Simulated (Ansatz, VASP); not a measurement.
SrCl2 in VASP and in Ansatz

File INCAR:

```
PREC = Accurate ; ENCUT = 520
EDIFF = 1E-6 ; ISMEAR = -1
SIGMA = 0.02 ; LREAL = False
LASPH = True ; NELM = 80
ALGO = Normal ; ISIF = 2
LWAVE = False ; LCHARG = False
GGA = PE ; NBANDS = 19
```

Contents of KPOINTS:

```
Automatic mesh
0
Gamma
  6 6 6
```

POSCAR

```
SrCl2
1.0
    0.0000000000      3.4102751331      3.5470096865
    3.4102751331      0.0000000000      3.5470096865
    3.4102751331      3.4102751331      0.0000000000
Sr Cl
1 2
Direct
    0.0000000000      0.0000000000      0.0000000000
    0.2500000000      0.2500000000      0.2500000000
    0.7500000000      0.7500000000      0.7500000000
```

Input for Ansatz:

```yaml
crystal:
  lattice:
    - [0.0, 3.4102751331, 3.5470096865]
    - [3.4102751331, 0.0, 3.5470096865]
    - [3.4102751331, 3.4102751331, 0.0]
  atoms:
    - { symbol: Sr, position: [0.0, 0.0, 0.0] }
    - { symbol: Cl, position: [0.25, 0.25, 0.25] }
    - { symbol: Cl, position: [0.75, 0.75, 0.75] }
kpoints:
  mp_grid: { grid: [6, 6, 6] }
  band_path:
    path:
      - [0.0, 0.0, 0.0]
      - [0.5, 0.0, 0.5]
      - [0.625, 0.25, 0.625]
      - [0.375, 0.375, 0.75]
      - [0.5, 0.5, 0.5]
      - [0.5, 0.25, 0.75]
      - [0.0, 0.5, 0.5]
    npoints: 1
hamiltonian:
  xc: pbe
scf:
  occupations: { method: fermi_dirac, width: 0.02 }
  n_extra_bands: 4
output:
  forces: true
  stress: true
  eigenvalues: true
  write_density: true
  write_potential: true
  elf: true
  volumetric_format: npy
```

Change from the starting cell: epitaxial_xy strain -2.5%.

Alike in both runs: task single point; functional PBE; k mesh 6 × 6 × 6; occupations fermi-dirac, width 0.02 eV; no spin polarisation.

```csv
,VASP,Ansatz
version,VASP 6.6.1,Ansatz 0.2.0
potentials or method,"VASP PAW PBE potentials, release 64 (Sr_sv, Cl)","plane waves, PAW"
plane-wave cutoff (eV),520,420
valence electrons in the cell,24,24
```

```csv
,VASP,Ansatz,Ansatz less VASP
gap on the k mesh at the Fermi level (eV),5.29,5.29,+0.006
pressure (GPa),2.3,2.2,-0.10
"traceless stress, the component that is largest in VASP (GPa)",-1.39,-1.40,-0.009
```
